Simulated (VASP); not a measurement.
**Rb: single point with PBE**

Rb:

```
Rb
1.0
    -2.95451    2.95451    2.73085
     2.95451   -2.95451    2.73085
     2.95451    2.95451   -2.73085
Rb
1
Direct
  0.00000 0.00000 0.00000
```

```
Program                : VASP 6.6.1
Task                   : single point
Functional             : PBE
Potentials or basis    : VASP PAW PBE potentials, release 64 (Rb_sv)
Cutoff                 : 520 eV
k mesh                 : 7 × 7 × 7
Occupations            : gaussian, width 0.1 eV
Spin                   : no spin polarisation
Dipole correction      : no
Further INCAR settings : ALGO = Normal; EDIFF = 1e-06; NBANDS = 10
```

- Pressure: -0.1 GPa

Levels at points of the mesh, in eV from the Fermi level:
```csv
k point,band 1,band 2,band 3,band 4,band 5,band 6,band 7,band 8,band 9,band 10
"(0.00, 0.00, 0.00)",-28.93,-12.97,-12.97,-12.97,-1.91,3.39,3.79,3.79,4.26,4.81
```

Wall time 23 s on 1 thread of Intel(R) Xeon(R) Platinum 8488C (Sapphire Rapids) (shared host), peak memory 0.24 GiB.
